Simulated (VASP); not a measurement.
Wanted: the native input for a VASP 6.6.1 run.

```
Task                   : single point
Functional             : LDA
Potentials or basis    : VASP PAW LDA potentials, release 64 (Li_sv, F)
Cutoff                 : 520 eV
k mesh                 : 7 × 7 × 7
Occupations            : gaussian, width 0.01 eV
Spin                   : no spin polarisation
Dipole correction      : no
Further INCAR settings : ALGO = Normal; EDIFF = 1e-06; NBANDS = 12
```

The structure of LiF (Griceite) lies in POSCAR:

```
LiF
1.0
    0.0000000000      2.0140000000      2.0140000000
    2.0140000000      0.0000000000      2.0140000000
    2.0140000000      2.0140000000      0.0000000000
Li F
1 1
Direct
    0.0000000000      0.0000000000      0.0000000000
    0.5000000000      0.5000000000      0.5000000000
```

The input as run:

INCAR

```
ALGO = Normal ; EDIFF = 1E-6
ENCUT = 520 ; GGA = CA
ISIF = 2 ; ISMEAR = 0
LASPH = T ; LCHARG = F
LREAL = F ; LWAVE = F
NBANDS = 12 ; NELM = 100
PREC = Accurate ; SIGMA = 0.01
```

KPOINTS

```
k-points
0
Gamma
  7 7 7
```

Potentials or basis: VASP PAW LDA potentials, release 64 (Li_sv, F).

Launch:

```sh
$ cat potpaw_LDA.64/Li_sv/POTCAR potpaw_LDA.64/F/POTCAR > POTCAR
$ mpirun -np 1 vasp_std > vasp.out
```

It gave:

```json
{"Band gap on the k mesh": "8.83 eV, direct"}
```

It took 2.6 s on 1 thread of Intel(R) Xeon(R) Platinum 8488C (Sapphire Rapids) (shared host), peak memory 0.12 GiB.
